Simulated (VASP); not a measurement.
# Pd (Im-3m) in VASP: notebook

The runs below take Pd through single point, with PBE.

Program: VASP 6.6.1. These are calculated values, not measurements. Logs are shortened: lines on timing, memory, paths and dates and some standing lists are left out, and cuts for length are marked.

## 1. The cell of the first run

Symmetry: Im-3m, No. 229, cubic system. Conventional cell: a = 3.040 Å, b = 3.040 Å, c = 3.040 Å, α = 90.00°, β = 90.00°, γ = 90.00°. Within 3.5 Å of Pd (site symmetry m-3m) lie 14 Pd at 2.63 to 3.04 Å.

## 2. Single point, PBE (volume scaled by 0.91)

INCAR reads:

```
SYSTEM = Pd
PREC = Accurate
ENCUT = 520
EDIFF = 1E-6
ISMEAR = 0
SIGMA = 0.1
LREAL = .FALSE.
LASPH = .TRUE.
NELM = 60
ALGO = Normal
ISIF = 2
LWAVE = .FALSE.
LCHARG = .FALSE.
GGA = PE
NBANDS = 11
```

KPOINTS reads:

```
regular mesh
0
G
  18 18 18
  0 0 0
```

POSCAR reads:

```
Pd
1.0
   -1.5200796660      1.5200796660      1.5200796660
    1.5200796660     -1.5200796660      1.5200796660
    1.5200796660      1.5200796660     -1.5200796660
Pd
1
Direct
    0.0000000000      0.0000000000      0.0000000000
```

Potentials or basis: VASP PAW PBE potentials, release 64 (Pd).

Launch:

```bash
cat potpaw_PBE.64/Pd/POTCAR > POTCAR
mpirun -np 1 vasp_std > vasp.out
```

OUTCAR:

```text
SYSTEM = Pd
   PREC = Accurate
   ENCUT = 520
   EDIFF = 1E-6
   ISMEAR = 0
   LREAL = .FALSE.
   LASPH = .TRUE.
   NELM = 60
   ISIF = 2
   GGA = PE

 ion  position               nearest neighbor table
   1  0.000  0.000  0.000-

  LATTYP: Found a body centered cubic cell.
 ALAT       =     3.0401593320

  Lattice vectors:

 A1 = (  -1.5200796660,   1.5200796660,   1.5200796660)
 A2 = (   1.5200796660,  -1.5200796660,   1.5200796660)
 A3 = (   1.5200796660,   1.5200796660,  -1.5200796660)

Analysis of symmetry for initial positions (statically):
=====================================================================
 Subroutine PRICEL returns:
 Original cell was already a primitive cell.

 Routine SETGRP: Setting up the symmetry group for a
 body centered cubic supercell.

 Subroutine GETGRP returns: Found 48 space group operations
 (whereof 48 operations were pure point group operations)
 out of a pool of 48 trial point group operations.

The static configuration has the point symmetry O_h .

Analysis of symmetry for dynamics (positions and initial velocities):
=====================================================================
 Subroutine PRICEL returns:
 Original cell was already a primitive cell.

 Routine SETGRP: Setting up the symmetry group for a
 body centered cubic supercell.

 Subroutine GETGRP returns: Found 48 space group operations
 (whereof 48 operations were pure point group operations)
 out of a pool of 48 trial point group operations.

The dynamic configuration has the point symmetry O_h .

 Subroutine INISYM returns: Found 48 space group operations
 (whereof 48 operations are pure point group operations),
 and found     1 'primitive' translations

----------------------------------------------------------------------------------------

                                     Primitive cell

  volume of cell :      14.0494

  direct lattice vectors                    reciprocal lattice vectors
    -1.520079666  1.520079666  1.520079666     0.000000000  0.328930129  0.328930129
     1.520079666 -1.520079666  1.520079666     0.328930129  0.000000000  0.328930129
     1.520079666  1.520079666 -1.520079666     0.328930129  0.328930129  0.000000000

  length of vectors
     2.632855213  2.632855213  2.632855213     0.465177449  0.465177449  0.465177449

  position of ions in fractional coordinates (direct lattice)
     0.000000000  0.000000000  0.000000000

  ion indices of the primitive-cell ions
   primitive index   ion index
                 1           1

----------------------------------------------------------------------------------------

 KPOINTS: regular mesh

Automatic generation of k-mesh.
 Grid dimensions read from file:
 generate k-points for:   18   18   18

 Generating k-lattice:

  Cartesian coordinates                     Fractional coordinates (reciprocal lattice)
     0.000000000  0.018273896  0.018273896     0.055555556  0.000000000  0.000000000
     0.018273896  0.000000000  0.018273896     0.000000000  0.055555556  0.000000000
     0.018273896  0.018273896  0.000000000     0.000000000  0.000000000  0.055555556

  Length of vectors
     0.025843192  0.025843192  0.025843192

  Shift w.r.t. Gamma in fractional coordinates (k-lattice)
     0.000000000  0.000000000  0.000000000

 Subroutine IBZKPT returns following result:
 ===========================================

 Found    195 irreducible k-points:

 Following reciprocal coordinates:
            Coordinates               Weight
  0.000000  0.000000  0.000000      1.000000
  0.055556  0.000000  0.000000     12.000000
  0.111111  0.000000  0.000000     12.000000
  0.166667  0.000000  0.000000     12.000000
  0.222222  0.000000  0.000000     12.000000
  0.277778  0.000000  0.000000     12.000000
[... 16 lines left out ...]
  0.333333  0.111111  0.000000     48.000000
  0.388889  0.111111  0.000000     48.000000
 [... further k-points ...]
   k-points           NKPTS =    195   k-points in BZ     NKDIM =    195   number of bands    NBANDS=     11
   number of dos      NEDOS =    301   number of ions     NIONS =      1
   total plane-waves  NPLWV =   8000
   dimension x,y,z NGX =    20 NGY =   20 NGZ =   20
   dimension x,y,z NGXF=    40 NGYF=   40 NGZF=   40
   ions per type =               1
   NGX,Y,Z   is equivalent  to a cutoff of  12.63, 12.63, 12.63 a.u.
   NGXF,Y,Z  is equivalent  to a cutoff of  25.26, 25.26, 25.26 a.u.
 SYSTEM =  Pd
   PREC   = accura    normal or accurate (medium, high low for compatibility)
   ISTART =      0    job   : 0-new  1-cont  2-samecut
   ICHARG =      2    charge: 1-file 2-atom 10-const
   ISPIN  =      1    spin polarized calculation?
   LNONCOLLINEAR =      F non collinear calculations
   LSORBIT =      F    spin-orbit coupling
   LASPH  =      T    aspherical Exc in radial PAW
   ENCUT  =  520.0 eV  38.22 Ry    6.18 a.u.   4.90  4.90  4.90*2*pi/ulx,y,z
   NELM   =     60;   NELMIN=  2; NELMDL= -5     # of ELM steps
   EDIFF  = 0.1E-05   stopping-criterion for ELM
   LREAL  =      F    real-space projection
   EDIFFG = 0.1E-04   stopping-criterion for IOM
   NSW    =      0    number of steps for IOM
   IBRION =     -1    ionic relax: 0-MD 1-quasi-New 2-CG
   NFREE  =      0    steps in history (QN), initial steepest desc. (CG)
   ISIF   =      2    stress and relaxation
   ISYM   =      2    0-nonsym 1-usesym 2-fastsym
   POTIM  = 0.5000    time-step for ionic-motion
   TEBEG  =    0.0;   TEEND  =   0.0 temperature during run
   PSTRESS=    0.0 pullay stress
   NELECT =      10.0000    total number of electrons
   NUPDOWN=      -1.0000    fix difference up-down
   EMIN   =  10.00;   EMAX   =-10.00  energy-range for DOS
   EFERMI =   0.00;   METHOD = LEGACY
   ISMEAR =     0;   SIGMA  =   0.10  broadening in eV -4-tet -1-fermi 0-gaus
   EFERMI_NEDOS =   21; number of points for ismear=-14 and -15
   IALGO  =     38    algorithm
   IMIX   =      4    mixing-type and parameters
     AMIX     =   0.40;   BMIX     =  1.00
     AMIX_MAG =   1.60;   BMIX_MAG =  1.00
  volume/ion in A,a.u.               =      14.05        94.81
  Fermi-wavevector in a.u.,A,eV,Ry     =   1.461690  2.762193 29.069343  2.136536
  Thomas-Fermi vector in A             =   2.577991
   LORBIT       =      0    0 simple, 1 ext, 2 COOP (PROOUT), +10 PAW based schemes
   GGA     = PE    functional components
   LHFCALC =     F    Hartree Fock is set to
   AEXX    =    0.0000 exact exchange contribution
   IVDW    =     0    specifies the selected vdW correction
   LEPSILON=     F    determine dielectric tensor
   LRPA    =     F    only Hartree local field effects (RPA)
 non-spin polarized calculation
 Gauss-broadening in eV      SIGMA  =   0.10
  energy-cutoff  :      520.00
  volume of cell :       14.05
 maximum number of plane-waves:       394
   NGX =  9   NGY =  9   NGZ =  9

 number of electron      10.0000000 magnetization

 number of electron       9.9999996 magnetization

 Free energy of the ion-electron system (eV)
  ---------------------------------------------------
  ext. energy  EPLUGINS =         0.00000000
  ---------------------------------------------------
  free energy    TOTEN  =        -5.10271093 eV

  energy without entropy =       -5.09711259  energy(sigma->0) =       -5.09991176

 E-fermi :  10.6318     XC(G=0): -13.4855

 val. band max:       10.6147656107   @ k =  -0.4444  -0.4444   0.3333
 cond. band min:      10.6391194912   @ k =   0.5000   0.5000   0.4444
 fundamental gap:      0.0243538805
 Fermi energy:        10.6318368062

 k-point     1 :       0.0000    0.0000    0.0000
  band No.  band energies     occupation
      1       3.1131      2.00000
      2       7.4296      2.00000
      3       7.4296      2.00000
      4       7.4296      2.00000
      5       9.5757      2.00000
      6       9.5757      2.00000
      7      30.1094      0.00000
      8      30.1094      0.00000
      9      30.1094      0.00000
     10      36.8125      0.00000
     11      39.2608      0.00000

 k-point     2 :       0.0556    0.0000    0.0000
  band No.  band energies     occupation
      1       3.2374      2.00000
      2       7.3851      2.00000
      3       7.4310      2.00000
      4       7.5209      2.00000
      5       9.5219      2.00000
      6       9.5789      2.00000
      7      30.0806      0.00000
      8      30.1408      0.00000
      9      30.2688      0.00000
     10      36.8020      0.00000
     11      38.0514      0.00000

 k-point     3 :       0.1111    0.0000    0.0000
  band No.  band energies     occupation
      1       3.5960      2.00000
      2       7.2594      2.00000
      3       7.4319      2.00000
      4       7.7897      2.00000
      5       9.3923      2.00000
      6       9.5897      2.00000
      7      29.8553      0.00000
      8      30.1402      0.00000
      9      30.7317      0.00000
     10      36.6638      0.00000
     11      36.7275      0.00000

 k-point     4 :       0.1667    0.0000    0.0000
  band No.  band energies     occupation
      1       4.1343      2.00000
      2       7.0724      2.00000
      3       7.4429      2.00000
      4       8.2200      2.00000
      5       9.2652      2.00000
      6       9.6110      2.00000
      7      29.0841      0.00000
      8      29.8497      0.00000
      9      31.4529      0.00000
     10      35.9999      0.00000
     11      36.3008      0.00000

 k-point     5 :       0.2222    0.0000    0.0000
  band No.  band energies     occupation
      1       4.7144      2.00000
      2       6.8516      2.00000
      3       7.5635      2.00000
      4       8.7830      2.00000
      5       9.2128      2.00000
      6       9.6449      2.00000
      7      27.5769      0.00000
      8      29.1247      0.00000
      9      32.3594      0.00000
     10      35.2808      0.00000
     11      36.0234      0.00000
[... 211 lines left out ...]
 k-point    21 :       0.2222    0.1111    0.0000
  band No.  band energies     occupation
      1       5.3931      2.00000
      2       6.6919      2.00000
      3       7.4650      2.00000
      4       9.1186      2.00000
      5       9.7587      2.00000
      6      10.1663      2.00000
      7      25.6999      0.00000
      8      27.5829      0.00000
      9      31.2320      0.00000
     10      33.0463      0.00000
     11      36.7587      0.00000

 k-point    22 :       0.2778    0.1111    0.0000
  band No.  band energies     occupation
      1       5.4387      2.00000
      2       6.4931      2.00000
      3       8.0840      2.00000
      4       9.2412      2.00000
      5       9.8864      2.00000
      6      11.0825      0.00000
      7      23.5293      0.00000
      8      26.7495      0.00000
      9      29.9877      0.00000
     10      33.9356      0.00000
     11      36.7699      0.00000

 k-point    23 :       0.3333    0.1111    0.0000
  band No.  band energies     occupation
      1       5.3272      2.00000
      2       6.3430      2.00000
      3       8.7045      2.00000
      4       9.3982      2.00000
      5      10.0636      2.00000
      6      12.1343      0.00000
      7      21.4461      0.00000
      8      26.0683      0.00000
      9      28.9664      0.00000
     10      34.7618      0.00000
     11      36.7762      0.00000

 k-point    24 :       0.3889    0.1111    0.0000
  band No.  band energies     occupation
      1       5.2167      2.00000
      2       6.2499      2.00000
      3       9.0705      2.00000
      4       9.4699      2.00000
      5      10.3477      1.99994
      6      13.1670      0.00000
      7      19.7387      0.00000
      8      25.6187      0.00000
      9      28.2877      0.00000
     10      35.3819      0.00000
     11      36.7785      0.00000

 [... further k-points ...]
[... 5 lines left out ...]
  --------------------------------------------------------------------------------------
  -------------------------------------------------------------------------------------
  Total        1.7192988      1.7192988      1.7192988      0.0000000      0.0000000      0.0000000
  in kB      196.0662818    196.0662818    196.0662818      0.0000000      0.0000000      0.0000000
  external PRESSURE =     196.0662818 kB  Pullay stress =       0.0000000 kB

 VOLUME and BASIS-vectors are now :
 -----------------------------------------------------------------------------
  energy-cutoff  :      520.00
  volume of cell :       14.05
      direct lattice vectors                 reciprocal lattice vectors
    -1.520079666  1.520079666  1.520079666     0.000000000  0.328930129  0.328930129
     1.520079666 -1.520079666  1.520079666     0.328930129  0.000000000  0.328930129
     1.520079666  1.520079666 -1.520079666     0.328930129  0.328930129  0.000000000

 POSITION                                       TOTAL-FORCE (eV/Angst)
 -----------------------------------------------------------------------------------
      0.00000      0.00000      0.00000         0.000000     -0.000000      0.000000
 -----------------------------------------------------------------------------------
    total drift:                                0.000000     -0.000000      0.000000

  FREE ENERGIE OF THE ION-ELECTRON SYSTEM (eV)
  ---------------------------------------------------
  free  energy   TOTEN  =        -5.1027109292 eV

  energy  without entropy=       -5.0971125853  energy(sigma->0) =       -5.09991176
```

It took 17 s on 1 thread of Intel Xeon Platinum 8375C at 2.90GHz (Ice Lake), shared host; peak memory 0.15 GiB.

What came out:

| Property | Result |
| --- | --- |
| Free energy | -5.1027 eV |
| Pressure | 19.6 GPa |
| Band gap on the k mesh | zero (band 5 reaches 11.30 eV, above the bottom of band 6 at 9.47 eV) |

Levels at points of the mesh, in eV from the Fermi level:
```
           k point  band 3  band 4  band 5  band 6  band 7  band 8
(0.00, 0.00, 0.00)   -3.20   -3.20   -1.06   -1.06   19.48   19.48
(0.50, 0.00, 0.00)   -1.12   -0.79    0.67    1.31    8.40   15.26
(0.50, 0.50, 0.50)    0.24    0.24    0.24    9.44    9.44    9.44
```

[end of part 1 of 3]
